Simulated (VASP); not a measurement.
Input of a VASP 6.6.1 run:

Contents of INCAR:

```
SYSTEM = Ba3O
PREC     = Accurate       ! precision mode
ENCUT    = 520            ! plane-wave cutoff, eV
EDIFF    = 1E-6           ! SCF threshold, eV
ISMEAR   = 0              ! smearing method
SIGMA    = 0.1            ! smearing width, eV
LREAL    = .False.        ! projectors in reciprocal space
LASPH    = .True.         ! aspherical terms in the spheres
NELM     = 60             ! most SCF steps
ALGO     = Normal         ! electronic algorithm
ISIF     = 2              ! what is computed and relaxed
LWAVE    = .False.        ! write WAVECAR
LCHARG   = .False.        ! write CHGCAR
GGA      = PE             ! functional
NBANDS   = 26             ! bands
```

Contents of KPOINTS:

```
Automatic mesh
0
Gamma
  4 4 4
  0 0 0
```

The input POSCAR:

```
Ba3O
1.0
    4.9020516122      0.0000000000      0.0000000000
    0.0000000000      4.9020516122      0.0000000000
    0.0000000000      0.0000000000      4.9020516122
Ba O
3 1
Direct
    0.0000000000      0.5000000000      0.5000000000
    0.5000000000      0.0000000000      0.5000000000
    0.5000000000      0.5000000000      0.0000000000
    0.0000000000      0.0000000000      0.0000000000
```

Potentials or basis: VASP PAW PBE potentials, release 64 (Ba_sv, O).

Run with:

```console
$ cat potpaw_PBE.64/Ba_sv/POTCAR potpaw_PBE.64/O/POTCAR > POTCAR
$ mpirun -np 1 vasp_std > vasp.out
```

Q: Predict the pressure.

A: 4.0 GPa.

Q: What does it give for the band gap on the k mesh?

A: Zero (band 18 reaches 4.58 eV, above the bottom of band 19 at 3.30 eV).

Caveat: spin-orbit coupling is left out, which moves the levels of the heavy elements.
